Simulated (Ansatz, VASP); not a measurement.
One calculation of SnSe2, two programs

```
Sn Se
1.0
     3.82251    0.00000    0.00000
    -1.91126    3.31039    0.00000
     0.00000    0.00000    6.13970
Sn Se
1 2
Direct
  0.00000 0.00000 0.00000
  0.33333 0.66667 0.25787
  0.66667 0.33333 0.74213
```

Alike in both runs: functional PBEsol; k mesh 6 × 6 × 4; no spin polarisation.

Ansatz relaxed the structure, and its values are those at the end. VASP's run is a single point on that final structure, the one shown.

```csv
,VASP,Ansatz
version,VASP 6.6.1,Ansatz 0.2.0
potentials or method,"VASP PAW PBE potentials, release 64 (Sn_d, Se), cutoff 520 eV","plane waves, PAW"
occupations,"gaussian, width 0.01 eV",fixed
valence electrons in the cell,26,46
```

```tsv
	VASP	Ansatz	Ansatz less VASP
pressure (GPa)	0.1	0.0	-0.11
rms of the force components (eV/Å)	0.011	0.001	-0.0100
```

VASP's potentials were made for PBE, not for PBEsol. VASP's potentials hold 26 valence electrons a cell and Ansatz's 46, so a difference there can come from the potentials and not from the codes.
